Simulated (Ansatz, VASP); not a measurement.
# Two plane-wave programs on Pt

```xyz
8
Lattice="5.0664 0.0000 0.0000 0.0000 5.0664 0.0000 0.0000 0.0000 5.0664" Properties=species:S:1:pos:R:3 pbc="T T T"
Pt    5.0664    5.0664    0.0000
Pt    2.5332    2.5332    2.5332
Pt    1.2666    5.0664    2.5332
Pt    3.7998    5.0664    2.5332
Pt    2.5332    1.2666    0.0000
Pt    2.5332    3.7998    0.0000
Pt    0.0000    2.5332    1.2666
Pt    0.0000    2.5332    3.7998
```

Alike in both runs: functional PBE; k mesh 5 × 5 × 5; occupations fermi-dirac, width 0.1 eV; no spin polarisation.

Ansatz relaxed the structure, and its values are those at the end. VASP's run is a single point on that final structure, the one shown.

|  | VASP | Ansatz |
| --- | --- | --- |
| version | VASP 6.6.1 | Ansatz 0.2.0 |
| potentials or method | VASP PAW PBE potentials, release 64 (Pt), cutoff 520 eV | plane waves (420 eV) with PAW, scalar-relativistic |
| valence electrons in the cell | 80 | 144 |

Ansatz gave:

* pressure (GPa): 0.0

Question: What did VASP give for the same quantities?

Answer: Pressure (GPa): -0.5.

With one functional, cell and mesh, what is left measures potentials, basis and numerics. VASP's potentials hold 80 valence electrons a cell and Ansatz's 144, so a difference there can come from the potentials and not from the codes.

Spin-orbit coupling is off throughout.
